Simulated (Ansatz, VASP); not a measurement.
## One calculation of PbS, two programs

```xyz
2
Lattice="0.0000 2.9650 2.9650 2.9650 0.0000 2.9650 2.9650 2.9650 0.0000" Properties=species:S:1:pos:R:3 pbc="T T T"
Pb    0.0000    0.0000    0.0000
S     2.9361    2.9361    2.9361
```

Change from the starting cell: all S atoms moved -0.050 Å, as atom 2 along Cartesian [1 1 1].

Alike in both runs: task single point; functional r2SCAN; k mesh 8 × 8 × 8; occupations gaussian, width 0.05 eV; no spin polarisation.

|  | VASP | Ansatz |
| --- | --- | --- |
| version | VASP 6.6.1 | Ansatz 0.2.0 |
| potentials or method | VASP PAW PBE potentials, release 64 (Pb_d, S), cutoff 550 eV | scalar-relativistic, plane waves, PAW |
| valence electrons in the cell | 20 | 20 |

|  | VASP | Ansatz | Ansatz less VASP |
| --- | --- | --- | --- |
| gap on the k mesh at the Fermi level (eV) | 0.63 | 0.62 | -0.010 |
| least direct gap on the mesh (eV) | 0.63 | 0.62 | -0.010 |
| pressure (GPa) | 1.4 | 1.4 | +0.01 |
| rms of the force components (eV/Å) | 0.013 | 0.011 | -0.0014 |

VASP's potentials were made for PBE, not for r2SCAN. Atom by atom the forces differ by 0.001 eV/Å (rms over components). With one functional, cell and mesh, what is left measures potentials, basis and numerics.

Spin-orbit coupling is off throughout.
